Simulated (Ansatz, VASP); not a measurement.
# Li3SeF in VASP and in Ansatz

File INCAR:

```
SYSTEM = Li3SeF
ALGO     = Normal         ! electronic algorithm
EDIFF    = 1E-6           ! SCF threshold, eV
ENCUT    = 520            ! plane-wave cutoff, eV
GGA      = PE             ! functional
ISIF     = 2              ! what is computed and relaxed
ISMEAR   = 0              ! smearing method
LASPH    = .TRUE.         ! aspherical terms in the spheres
LCHARG   = .FALSE.        ! write CHGCAR
LREAL    = .FALSE.        ! projectors in reciprocal space
LWAVE    = .FALSE.        ! write WAVECAR
NBANDS   = 19             ! bands
NELM     = 60             ! most SCF steps
PREC     = Accurate       ! precision mode
SIGMA    = 0.1            ! smearing width, eV
```

KPOINTS

```
k-points
0
G
  4 4 4
  0 0 0
```

Contents of POSCAR:

```
Li3SeF
1.0
    4.2812138900      0.0000000000      0.0000000000
    0.0000000000      4.2812138900      0.0000000000
    0.0000000000      0.0000000000      4.2020493900
Li Se F
3 1 1
Direct
    0.5000000000      0.0000000000      0.4369178400
    0.5000000000      0.5000000000      0.0073604700
    0.0000000000      0.5000000000      0.4369178400
    0.0000000000      0.0000000000      0.0987114500
    0.5000000000      0.5000000000      0.5200924100
```

Input for Ansatz:

```yaml
crystal:
  lattice:
    - [4.28121389, 0.0, 0.0]
    - [0.0, 4.28121389, 0.0]
    - [0.0, 0.0, 4.20204939]
  atoms:
    - { symbol: Li, position: [0.5, 0.0, 0.43691784] }
    - { symbol: Li, position: [0.5, 0.5, 0.00736047] }
    - { symbol: Li, position: [0.0, 0.5, 0.43691784] }
    - { symbol: Se, position: [0.0, 0.0, 0.09871145] }
    - { symbol: F, position: [0.5, 0.5, 0.52009241] }
basis:
  ecutwfc: 420
kpoints:
  mp_grid: { grid: [4, 4, 4] }
hamiltonian:
  xc: pbe
scf:
  occupations: { method: gaussian, width: 0.1 }
  lower_state_search: "off"
output:
  forces: true
  stress: true
  eigenvalues: true
```

Alike in both runs: task single point; functional PBE; k mesh 4 × 4 × 4; occupations gaussian, width 0.1 eV; no spin polarisation.

|  | VASP | Ansatz |
| --- | --- | --- |
| version | VASP 6.6.1 | Ansatz 0.2.0 |
| potentials or method | VASP PAW PBE potentials, release 64 (Li_sv, Se, F), cutoff 520 eV | scalar-relativistic, plane waves, PAW |
| valence electrons in the cell | 22 | 32 |

|  | VASP | Ansatz | Ansatz less VASP |
| --- | --- | --- | --- |
| gap on the k mesh at the Fermi level (eV) | 2.84 | 2.83 | -0.011 |
| least direct gap on the mesh (eV) | 2.98 | 2.97 | -0.011 |
| rms of the force components (eV/Å) | 0.192 | 0.190 | -0.0021 |

Atom by atom the forces differ by 0.003 eV/Å (rms over components). VASP's potentials hold 22 valence electrons a cell and Ansatz's 32, so a difference there can come from the potentials and not from the codes.

Noted on VASP's run: the cutoff is short for stress, so the pressure is rough.
